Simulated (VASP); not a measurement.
# InSe (R3m) in VASP: notebook, part 2 of 2

VASP 6.6.1.

### Step 3. Single point, PBEsol (30.54 Å³/atom)

This run uses another cell than the first one, of 30.54 Å³/atom.

Input file INCAR:

```
SYSTEM = InSe
PREC = Accurate
ENCUT = 520
EDIFF = 1E-6
ISMEAR = -1
SIGMA = 0.01
LREAL = .FALSE.
LASPH = .TRUE.
NELM = 60
ALGO = Normal
ISIF = 2
LWAVE = .FALSE.
LCHARG = .FALSE.
GGA = PS
NBANDS = 27
```

Input file KPOINTS:

```
Automatic mesh
0
G
  7 7 7
  0 0 0
```

Input file POSCAR:

```
InSe
1.0
    2.0392252883      1.1773472692      8.4797833719
   -2.0392252883      1.1773472692      8.4797833719
    0.0000000000     -2.3546945383      8.4797833719
In Se
2 2
Direct
    0.0000000000      0.0000000000      0.0000000000
    0.1122000000      0.1122000000      0.1122000000
    0.6155000000      0.6155000000      0.6155000000
    0.8300000000      0.8300000000      0.8300000000
```

Potentials or basis: VASP PAW PBE potentials, release 64 (In_d, Se).

Run with:

```bash
$ cat potpaw_PBE.64/In_d/POTCAR potpaw_PBE.64/Se/POTCAR > POTCAR
$ mpirun -np 1 vasp_std > vasp.out
```

OUTCAR:

```text
SYSTEM = InSe
   PREC = Accurate
   ENCUT = 520
   EDIFF = 1E-6
   ISMEAR = -1
   LREAL = .FALSE.
   LASPH = .TRUE.
   NELM = 60
   ISIF = 2
   GGA = PS

 ion  position               nearest neighbor table
   1  0.000  0.000  0.000-   3 2.69   3 2.69   3 2.69   2 2.85
   2  0.112  0.112  0.112-   4 2.69   4 2.69   4 2.69   1 2.85
   3  0.615  0.615  0.615-   1 2.69   1 2.69   1 2.69
   4  0.830  0.830  0.830-   2 2.69   2 2.69   2 2.69

  LATTYP: Found a trigonal (rhomboedric) cell.
 ALAT       =     8.8006427267
 COS(alpha) =     0.8926179648

  Lattice vectors:

 A1 = (   2.0392252883,   1.1773472692,   8.4797833719)
 A2 = (  -2.0392252883,   1.1773472692,   8.4797833719)
 A3 = (   0.0000000000,  -2.3546945383,   8.4797833719)

Analysis of symmetry for initial positions (statically):
=====================================================================
 Subroutine PRICEL returns:
 Original cell was already a primitive cell.

 Routine SETGRP: Setting up the symmetry group for a
 trigonal (rhombohedral) supercell.

 Subroutine GETGRP returns: Found  6 space group operations
 (whereof  6 operations were pure point group operations)
 out of a pool of 12 trial point group operations.

The static configuration has the point symmetry C_3v.

Analysis of symmetry for dynamics (positions and initial velocities):
=====================================================================
 Subroutine PRICEL returns:
 Original cell was already a primitive cell.

 Routine SETGRP: Setting up the symmetry group for a
 trigonal (rhombohedral) supercell.

 Subroutine GETGRP returns: Found  6 space group operations
 (whereof  6 operations were pure point group operations)
 out of a pool of 12 trial point group operations.

The dynamic configuration has the point symmetry C_3v.

 Subroutine INISYM returns: Found  6 space group operations
 (whereof  6 operations are pure point group operations),
 and found     1 'primitive' translations

----------------------------------------------------------------------------------------

                                     Primitive cell

  volume of cell :     122.1535

  direct lattice vectors                    reciprocal lattice vectors
     2.039225288  1.177347269  8.479783372     0.245191153  0.141561178  0.039309180
    -2.039225288  1.177347269  8.479783372    -0.245191153  0.141561178  0.039309180
     0.000000000 -2.354694538  8.479783372     0.000000000 -0.283122357  0.039309180

  length of vectors
     8.800642727  8.800642727  8.800642727     0.285838207  0.285838207  0.285838207

  position of ions in fractional coordinates (direct lattice)
     0.000000000  0.000000000  0.000000000
     0.112200000  0.112200000  0.112200000
     0.615500000  0.615500000  0.615500000
     0.830000000  0.830000000  0.830000000

  ion indices of the primitive-cell ions
   primitive index   ion index
                 1           1
                 2           2
                 3           3
                 4           4

----------------------------------------------------------------------------------------

 KPOINTS: Automatic mesh

Automatic generation of k-mesh.
 Grid dimensions read from file:
 generate k-points for:    7    7    7

 Generating k-lattice:

  Cartesian coordinates                     Fractional coordinates (reciprocal lattice)
     0.035027308  0.020223025  0.005615597     0.142857143  0.000000000 -0.000000000
    -0.035027308  0.020223025  0.005615597     0.000000000  0.142857143 -0.000000000
     0.000000000 -0.040446051  0.005615597    -0.000000000 -0.000000000  0.142857143

  Length of vectors
     0.040834030  0.040834030  0.040834030

  Shift w.r.t. Gamma in fractional coordinates (k-lattice)
     0.000000000  0.000000000  0.000000000

 Subroutine IBZKPT returns following result:
 ===========================================

 Found     44 irreducible k-points:

 Following reciprocal coordinates:
            Coordinates               Weight
  0.000000  0.000000  0.000000      1.000000
  0.142857  0.000000  0.000000      6.000000
  0.285714  0.000000  0.000000      6.000000
  0.428571  0.000000  0.000000      6.000000
  0.142857  0.142857  0.000000      6.000000
  0.285714  0.142857  0.000000     12.000000
[... 16 lines left out ...]
  0.285714  0.285714  0.142857      6.000000
  0.428571  0.285714  0.142857     12.000000
 [... further k-points ...]
   k-points           NKPTS =     44   k-points in BZ     NKDIM =     44   number of bands    NBANDS=     27
   number of dos      NEDOS =    301   number of ions     NIONS =      4
   total plane-waves  NPLWV = 343000
   dimension x,y,z NGX =    70 NGY =   70 NGZ =   70
   dimension x,y,z NGXF=   140 NGYF=  140 NGZF=  140
   ions per type =               2   2
   NGX,Y,Z   is equivalent  to a cutoff of  13.22, 13.22, 13.22 a.u.
   NGXF,Y,Z  is equivalent  to a cutoff of  26.45, 26.45, 26.45 a.u.
 SYSTEM =  InSe
   PREC   = accura    normal or accurate (medium, high low for compatibility)
   ISTART =      0    job   : 0-new  1-cont  2-samecut
   ICHARG =      2    charge: 1-file 2-atom 10-const
   ISPIN  =      1    spin polarized calculation?
   LNONCOLLINEAR =      F non collinear calculations
   LSORBIT =      F    spin-orbit coupling
   LASPH  =      T    aspherical Exc in radial PAW
   ENCUT  =  520.0 eV  38.22 Ry    6.18 a.u.  16.36 16.36 16.36*2*pi/ulx,y,z
   NELM   =     60;   NELMIN=  2; NELMDL= -5     # of ELM steps
   EDIFF  = 0.1E-05   stopping-criterion for ELM
   LREAL  =      F    real-space projection
   EDIFFG = 0.1E-04   stopping-criterion for IOM
   NSW    =      0    number of steps for IOM
   IBRION =     -1    ionic relax: 0-MD 1-quasi-New 2-CG
   NFREE  =      0    steps in history (QN), initial steepest desc. (CG)
   ISIF   =      2    stress and relaxation
   ISYM   =      2    0-nonsym 1-usesym 2-fastsym
   POTIM  = 0.5000    time-step for ionic-motion
   TEBEG  =    0.0;   TEEND  =   0.0 temperature during run
   PSTRESS=    0.0 pullay stress
   NELECT =      38.0000    total number of electrons
   NUPDOWN=      -1.0000    fix difference up-down
   EMIN   =  10.00;   EMAX   =-10.00  energy-range for DOS
   EFERMI =   0.00;   METHOD = LEGACY
   ISMEAR =    -1;   SIGMA  =   0.01  broadening in eV -4-tet -1-fermi 0-gaus
   EFERMI_NEDOS =   21; number of points for ismear=-14 and -15
   IALGO  =     38    algorithm
   IMIX   =      4    mixing-type and parameters
     AMIX     =   0.40;   BMIX     =  1.00
     AMIX_MAG =   1.60;   BMIX_MAG =  1.00
  volume/ion in A,a.u.               =      30.54       206.08
  Fermi-wavevector in a.u.,A,eV,Ry     =   1.109262  2.096201 16.741451  1.230462
  Thomas-Fermi vector in A             =   2.245799
   LORBIT       =      0    0 simple, 1 ext, 2 COOP (PROOUT), +10 PAW based schemes
   GGA     = PS    functional components
   LHFCALC =     F    Hartree Fock is set to
   AEXX    =    0.0000 exact exchange contribution
   IVDW    =     0    specifies the selected vdW correction
   LEPSILON=     F    determine dielectric tensor
   LRPA    =     F    only Hartree local field effects (RPA)
 non-spin polarized calculation
  energy-cutoff  :      520.00
  volume of cell :      122.15
 maximum number of plane-waves:      3313
 NGX is ok and might be reduce to    70
   NGX = 33   NGY = 33   NGZ = 33

 number of electron      37.9999995 magnetization

 Free energy of the ion-electron system (eV)
  ---------------------------------------------------
  ext. energy  EPLUGINS =         0.00000000
  ---------------------------------------------------
  free energy    TOTEN  =       -15.54640191 eV

  energy without entropy =      -15.54640191  energy(sigma->0) =      -15.54640191

 E-fermi :   3.6693     XC(G=0):  -8.9231

 val. band max:        3.4019168422   @ k =  -0.4286   0.4286   0.4286
 cond. band min:       3.9418685307   @ k =   0.4286   0.4286   0.4286
 fundamental gap:      0.5399516885
 Fermi energy:         3.6692775128

 k-point     1 :       0.0000    0.0000    0.0000
  band No.  band energies     occupation
      1     -11.0656      2.00000
      2     -10.9068      2.00000
      3     -10.9068      2.00000
      4     -10.8385      2.00000
      5     -10.8385      2.00000
      6     -10.8266      2.00000
[... 19 lines left out ...]
     26       8.8751      0.00000
     27      10.8023      0.00000
[... 667 lines left out ...]
      5     -10.8350      2.00000
      6     -10.8093      2.00000
[... 19 lines left out ...]
     26      10.0591      0.00000
     27      10.3852      0.00000

 [... further k-points ...]

------------------------ aborting loop because EDIFF is reached ----------------------------------------

  FORCE on cell =-STRESS in cart. coord.  units (eV):
  Direction    XX          YY          ZZ          XY          YZ          ZX
  --------------------------------------------------------------------------------------
  -------------------------------------------------------------------------------------
  Total       -1.7090947     -1.7090947     -2.0035531      0.0000000     -0.0000000      0.0000000
  in kB      -22.4166599    -22.4166599    -26.2788064      0.0000000     -0.0000000      0.0000000
  external PRESSURE =     -23.7040421 kB  Pullay stress =       0.0000000 kB

 VOLUME and BASIS-vectors are now :
 -----------------------------------------------------------------------------
  energy-cutoff  :      520.00
  volume of cell :      122.15
      direct lattice vectors                 reciprocal lattice vectors
     2.039225288  1.177347269  8.479783372     0.245191153  0.141561178  0.039309180
    -2.039225288  1.177347269  8.479783372    -0.245191153  0.141561178  0.039309180
     0.000000000 -2.354694538  8.479783372     0.000000000 -0.283122357  0.039309180

 POSITION                                       TOTAL-FORCE (eV/Angst)
 -----------------------------------------------------------------------------------
      0.00000      0.00000      0.00000         0.000000     -0.000000     -0.042404
      0.00000      0.00000      2.85430         0.000000      0.000000      0.039578
      0.00000      0.00000     15.65792         0.000000      0.000000      0.370763
      0.00000      0.00000     21.11466         0.000000     -0.000000     -0.367937
 -----------------------------------------------------------------------------------
    total drift:                               -0.000000     -0.000000      0.000699

  FREE ENERGIE OF THE ION-ELECTRON SYSTEM (eV)
  ---------------------------------------------------
  free  energy   TOTEN  =       -15.5464019116 eV

  energy  without entropy=      -15.5464019116  energy(sigma->0) =      -15.54640191
```

stdout:

```text
POSCAR found type information on POSCAR InSe
 POSCAR found :  2 types and       4 ions
 scaLAPACK will be used
 -----------------------------------------------------------------------------
|                                                                             |
|                                                                             |
|     You enforced a specific xc type in the INCAR file but a different       |
|     I HOPE YOU KNOW WHAT YOU ARE DOING!                                     |
|                                                                             |
 -----------------------------------------------------------------------------

 LDA part: xc-table for (Slater+PW92), standard interpolation
 POSCAR, INCAR and KPOINTS ok, starting setup
 FFT: planning ... GRIDC
 FFT: planning ... GRID_SOFT
 FFT: planning ... GRID
 WAVECAR not read
 entering main loop
```

Run time: 7.4 min. Hardware: 1 thread of Intel Xeon 6975P-C (Granite Rapids), shared host; peak memory 0.7 GiB.

Results:

| Item | Value |
| --- | --- |
| Free energy | -15.5464 eV |
| Pressure | -2.4 GPa |
| Largest force | 0.371 eV/Å |
| Band gap on the k mesh | 0.54 eV (least direct gap 0.61 eV) |

Forces on the atoms (eV/Å):
```
In   0.000  0.000 -0.042
In   0.000  0.000  0.040
Se   0.000  0.000  0.371
Se   0.000  0.000 -0.368
```

Caveat: the PAW data sets were made with another functional, which shifts forces and pressure a little; spin-orbit coupling is left out, which moves the levels of the heavy elements; an odd mesh through Γ misses points on the zone boundary, where band edges can lie.
